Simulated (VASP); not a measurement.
## BP: single point with LDA

The system is BP.

```
B P
1.0
     3.18005    0.00000    0.00000
    -1.59003    2.75400    0.00000
     0.00000    0.00000    7.88714
B P
2 2
Direct
  0.33333 0.66667 0.25000
  0.66667 0.33333 0.75000
  0.66667 0.33333 0.25000
  0.33333 0.66667 0.75000
```

```
Program             : VASP 6.6.1
Task                : single point
Functional          : LDA
Potentials or basis : VASP PAW LDA potentials, release 64 (B, P)
Cutoff              : 520 eV
k mesh              : 12 × 12 × 2
Occupations         : fermi-dirac, width 0.02 eV
Spin                : no spin polarisation
```

```yaml
Pressure: -0.1 GPa
Band_gap_on_the_k_mesh: 0.59 eV, indirect (least direct gap 0.76 eV)
```

Stress tensor (GPa, compression positive):
```
-0.15  0.00  0.00
 0.00 -0.15  0.00
 0.00  0.00 -0.07
```

Levels at points of the mesh, in eV from the valence-band top:
```csv
k point,band 6,band 7,band 8,band 9,band 10,band 11
"(0.00, 0.00, 0.00)",-1.71,-1.65,-1.65,3.19,4.61,4.61
"(0.50, 0.00, 0.00)",-3.67,-1.84,-0.43,0.59,2.24,2.72
"(0.00, 0.00, 0.50)",-1.68,-1.68,-1.68,4.68,4.68,4.68
"(0.50, 0.00, 0.50)",-3.71,-1.19,-1.19,1.26,1.26,2.87
```

It took 11 s on 1 thread of Intel(R) Xeon(R) 6975P-C (Granite Rapids), with other jobs on the host, peak memory 0.16 GiB.

A k mesh can miss the band edges.
